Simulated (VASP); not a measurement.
# Ti (Fm-3m) in VASP: notebook

Ti is run at these levels: LDA; tasks: single point.

Everything below comes from runs of VASP 6.6.1. Logs are shortened: lines on timing, memory, paths and dates and some standing lists are left out, and cuts for length are marked.

### Step 1. The cell of the first run

It takes space group Fm-3m (No. 225, cubic). Conventional cell: a = 3.655 Å, b = 3.655 Å, c = 3.655 Å, α = 90.00°, β = 90.00°, γ = 90.00°. Within 3.4 Å of Ti (site symmetry m-3m) lie 12 Ti at 2.58 Å.

### Step 2. Single point, LDA (volume scaled by 0.76)

Contents of INCAR:

```
  PREC = Accurate
  ENCUT = 520
  EDIFF = 1E-7
  ISMEAR = -1
  SIGMA = 0.1
  LREAL = F
  LASPH = T
  NELM = 100
  ALGO = Normal
  ISIF = 2
  LWAVE = F
  LCHARG = F
  NBANDS = 12
```

Contents of KPOINTS:

```
Automatic mesh
0
Gamma
  18 18 18
```

Contents of POSCAR:

```
Ti
1.0
    0.0000000000      1.8272993631      1.8272993631
    1.8272993631      0.0000000000      1.8272993631
    1.8272993631      1.8272993631      0.0000000000
Ti
1
Direct
    0.0000000000      0.0000000000      0.0000000000
```

Potentials or basis: VASP PAW LDA potentials, release 64 (Ti_sv).

Launch:

```bash
> cat potpaw_LDA.64/Ti_sv/POTCAR > POTCAR
> mpirun -np 1 vasp_std > vasp.out
```

OUTCAR:

```text
PREC = Accurate
   ENCUT = 520
   EDIFF = 1E-7
   ISMEAR = -1
   LREAL = F
   LASPH = T
   NELM = 100
   ISIF = 2

 ion  position               nearest neighbor table
   1  0.000  0.000  0.000-

  LATTYP: Found a face centered cubic cell.
 ALAT       =     3.6545987262

  Lattice vectors:

 A1 = (   0.0000000000,   1.8272993631,   1.8272993631)
 A2 = (   1.8272993631,   0.0000000000,   1.8272993631)
 A3 = (   1.8272993631,   1.8272993631,   0.0000000000)

Analysis of symmetry for initial positions (statically):
=====================================================================
 Subroutine PRICEL returns:
 Original cell was already a primitive cell.

 Routine SETGRP: Setting up the symmetry group for a
 face centered cubic supercell.

 Subroutine GETGRP returns: Found 48 space group operations
 (whereof 48 operations were pure point group operations)
 out of a pool of 48 trial point group operations.

The static configuration has the point symmetry O_h .

Analysis of symmetry for dynamics (positions and initial velocities):
=====================================================================
 Subroutine PRICEL returns:
 Original cell was already a primitive cell.

 Routine SETGRP: Setting up the symmetry group for a
 face centered cubic supercell.

 Subroutine GETGRP returns: Found 48 space group operations
 (whereof 48 operations were pure point group operations)
 out of a pool of 48 trial point group operations.

The dynamic configuration has the point symmetry O_h .

 Subroutine INISYM returns: Found 48 space group operations
 (whereof 48 operations are pure point group operations),
 and found     1 'primitive' translations

----------------------------------------------------------------------------------------

                                     Primitive cell

  volume of cell :      12.2028

  direct lattice vectors                    reciprocal lattice vectors
     0.000000000  1.827299363  1.827299363    -0.273627852  0.273627852  0.273627852
     1.827299363  0.000000000  1.827299363     0.273627852 -0.273627852  0.273627852
     1.827299363  1.827299363  0.000000000     0.273627852  0.273627852 -0.273627852

  length of vectors
     2.584191542  2.584191542  2.584191542     0.473937342  0.473937342  0.473937342

  position of ions in fractional coordinates (direct lattice)
     0.000000000  0.000000000  0.000000000

  ion indices of the primitive-cell ions
   primitive index   ion index
                 1           1

----------------------------------------------------------------------------------------

 KPOINTS: Automatic mesh

Automatic generation of k-mesh.
 Grid dimensions read from file:
 generate k-points for:   18   18   18

 Generating k-lattice:

  Cartesian coordinates                     Fractional coordinates (reciprocal lattice)
    -0.015201547  0.015201547  0.015201547     0.055555556  0.000000000  0.000000000
     0.015201547 -0.015201547  0.015201547     0.000000000  0.055555556  0.000000000
     0.015201547  0.015201547 -0.015201547     0.000000000  0.000000000  0.055555556

  Length of vectors
     0.026329852  0.026329852  0.026329852

  Shift w.r.t. Gamma in fractional coordinates (k-lattice)
     0.000000000  0.000000000  0.000000000

 Subroutine IBZKPT returns following result:
 ===========================================

 Found    195 irreducible k-points:

 Following reciprocal coordinates:
            Coordinates               Weight
  0.000000  0.000000  0.000000      1.000000
  0.055556  0.000000  0.000000      8.000000
  0.111111  0.000000  0.000000      8.000000
  0.166667  0.000000  0.000000      8.000000
  0.222222  0.000000  0.000000      8.000000
  0.277778  0.000000  0.000000      8.000000
[... 16 lines left out ...]
 -0.277778  0.055556  0.000000     24.000000
 -0.222222  0.055556  0.000000     24.000000
 [... further k-points ...]
   k-points           NKPTS =    195   k-points in BZ     NKDIM =    195   number of bands    NBANDS=     12
   number of dos      NEDOS =    301   number of ions     NIONS =      1
   total plane-waves  NPLWV =   8000
   dimension x,y,z NGX =    20 NGY =   20 NGZ =   20
   dimension x,y,z NGXF=    40 NGYF=   40 NGZF=   40
   ions per type =               1
   NGX,Y,Z   is equivalent  to a cutoff of  12.87, 12.87, 12.87 a.u.
   NGXF,Y,Z  is equivalent  to a cutoff of  25.73, 25.73, 25.73 a.u.
 SYSTEM =  unknown system
   PREC   = accura    normal or accurate (medium, high low for compatibility)
   ISTART =      0    job   : 0-new  1-cont  2-samecut
   ICHARG =      2    charge: 1-file 2-atom 10-const
   ISPIN  =      1    spin polarized calculation?
   LNONCOLLINEAR =      F non collinear calculations
   LSORBIT =      F    spin-orbit coupling
   LASPH  =      T    aspherical Exc in radial PAW
   ENCUT  =  520.0 eV  38.22 Ry    6.18 a.u.   4.80  4.80  4.80*2*pi/ulx,y,z
   NELM   =    100;   NELMIN=  2; NELMDL= -5     # of ELM steps
   EDIFF  = 0.1E-06   stopping-criterion for ELM
   LREAL  =      F    real-space projection
   EDIFFG = 0.1E-05   stopping-criterion for IOM
   NSW    =      0    number of steps for IOM
   IBRION =     -1    ionic relax: 0-MD 1-quasi-New 2-CG
   NFREE  =      0    steps in history (QN), initial steepest desc. (CG)
   ISIF   =      2    stress and relaxation
   ISYM   =      2    0-nonsym 1-usesym 2-fastsym
   POTIM  = 0.5000    time-step for ionic-motion
   TEBEG  =    0.0;   TEEND  =   0.0 temperature during run
   PSTRESS=    0.0 pullay stress
   NELECT =      12.0000    total number of electrons
   NUPDOWN=      -1.0000    fix difference up-down
   EMIN   =  10.00;   EMAX   =-10.00  energy-range for DOS
   EFERMI =   0.00;   METHOD = LEGACY
   ISMEAR =    -1;   SIGMA  =   0.10  broadening in eV -4-tet -1-fermi 0-gaus
   EFERMI_NEDOS =   21; number of points for ismear=-14 and -15
   IALGO  =     38    algorithm
   IMIX   =      4    mixing-type and parameters
     AMIX     =   0.40;   BMIX     =  1.00
     AMIX_MAG =   1.60;   BMIX_MAG =  1.00
  volume/ion in A,a.u.               =      12.20        82.35
  Fermi-wavevector in a.u.,A,eV,Ry     =   1.627979  3.076435 36.059746  2.650317
  Thomas-Fermi vector in A             =   2.720685
   LORBIT       =      0    0 simple, 1 ext, 2 COOP (PROOUT), +10 PAW based schemes
   GGA     = CA    functional components
   LHFCALC =     F    Hartree Fock is set to
   AEXX    =    0.0000 exact exchange contribution
   IVDW    =     0    specifies the selected vdW correction
   LEPSILON=     F    determine dielectric tensor
   LRPA    =     F    only Hartree local field effects (RPA)
 non-spin polarized calculation
  energy-cutoff  :      520.00
  volume of cell :       12.20
 maximum number of plane-waves:       342
   NGX =  9   NGY =  9   NGZ =  9

 number of electron      11.9999995 magnetization

 Free energy of the ion-electron system (eV)
  ---------------------------------------------------
  ext. energy  EPLUGINS =         0.00000000
  ---------------------------------------------------
  free energy    TOTEN  =        -8.02027693 eV

  energy without entropy =       -7.98429514  energy(sigma->0) =       -8.00228604

 E-fermi :  12.3185     XC(G=0): -13.5791

 val. band max:       12.3178094193   @ k =   0.1667   0.1111   0.0000
 cond. band min:      12.3287468326   @ k =  -0.4444   0.1111   0.0000
 fundamental gap:      0.0109374134
 Fermi energy:        12.3184569602

 k-point     1 :       0.0000    0.0000    0.0000
  band No.  band energies     occupation
      1     -43.4023      2.00000
      2     -18.8441      2.00000
      3     -18.8441      2.00000
      4     -18.8441      2.00000
      5       5.7775      2.00000
      6      13.2486      0.00018
      7      13.2486      0.00018
      8      13.2486      0.00018
      9      15.8363      0.00000
     10      15.8363      0.00000
     11      29.6106      0.00000
     12      35.8857      0.00000

 k-point     2 :       0.0556    0.0000    0.0000
  band No.  band energies     occupation
      1     -43.3879      2.00000
      2     -18.9098      2.00000
      3     -18.8515      2.00000
      4     -18.8515      2.00000
      5       5.9219      2.00000
      6      13.1507      0.00049
      7      13.3063      0.00010
      8      13.3063      0.00010
      9      15.7924      0.00000
     10      15.7924      0.00000
     11      29.8136      0.00000
     12      34.9799      0.00000

 k-point     3 :       0.1111    0.0000    0.0000
  band No.  band energies     occupation
      1     -43.3463      2.00000
      2     -19.0969      2.00000
      3     -18.8728      2.00000
      4     -18.8728      2.00000
      5       6.3365      2.00000
      6      12.8942      0.00630
      7      13.4558      0.00002
      8      13.4558      0.00002
      9      15.6929      0.00000
     10      15.6929      0.00000
     11      30.3465      0.00000
     12      33.2976      0.00000
[... 286 lines left out ...]
 k-point    23 :      -0.2778    0.0556    0.0000
  band No.  band energies     occupation
      1     -43.0780      2.00000
      2     -20.1728      2.00000
      3     -19.0690      2.00000
      4     -18.9791      2.00000
      5       8.5981      2.00000
      6      12.3642      0.77497
      7      13.4173      0.00003
      8      13.5701      0.00001
      9      15.9314      0.00000
     10      16.7727      0.00000
     11      28.2165      0.00000
     12      30.9918      0.00000

 k-point    24 :      -0.2222    0.0556    0.0000
  band No.  band energies     occupation
      1     -43.1633      2.00000
      2     -19.8379      2.00000
      3     -19.0258      2.00000
      4     -18.9364      2.00000
      5       8.0307      2.00000
      6      12.2179      1.46415
      7      13.6007      0.00001
      8      13.7353      0.00000
      9      15.4818      0.00000
     10      16.2999      0.00000
     11      29.5817      0.00000
     12      31.4256      0.00000

 [... further k-points ...]
[... 5 lines left out ...]
  --------------------------------------------------------------------------------------
  -------------------------------------------------------------------------------------
  Total        3.8893669      3.8893669      3.8893669      0.0000000      0.0000000     -0.0000000
  in kB      510.6582937    510.6582937    510.6582937      0.0000000      0.0000000     -0.0000000
  external PRESSURE =     510.6582937 kB  Pullay stress =       0.0000000 kB

 VOLUME and BASIS-vectors are now :
 -----------------------------------------------------------------------------
  energy-cutoff  :      520.00
  volume of cell :       12.20
      direct lattice vectors                 reciprocal lattice vectors
     0.000000000  1.827299363  1.827299363    -0.273627852  0.273627852  0.273627852
     1.827299363  0.000000000  1.827299363     0.273627852 -0.273627852  0.273627852
     1.827299363  1.827299363  0.000000000     0.273627852  0.273627852 -0.273627852

 POSITION                                       TOTAL-FORCE (eV/Angst)
 -----------------------------------------------------------------------------------
      0.00000      0.00000      0.00000         0.000000      0.000000      0.000000
 -----------------------------------------------------------------------------------
    total drift:                                0.000000      0.000000      0.000000

  FREE ENERGIE OF THE ION-ELECTRON SYSTEM (eV)
  ---------------------------------------------------
  free  energy   TOTEN  =        -8.0202769301 eV

  energy  without entropy=       -7.9842951442  energy(sigma->0) =       -8.00228604
```

It took 12 s on 1 thread of Intel Xeon 6975P-C (Granite Rapids), shared host; peak memory 0.13 GiB.

What came out:

```
Free energy            : -8.0203 eV
Pressure               : 51.1 GPa
Band gap on the k mesh : zero (band 6 reaches 13.25 eV, above the bottom of band 7 at 11.54 eV)
```

(Part 1 of 2 ends here.)
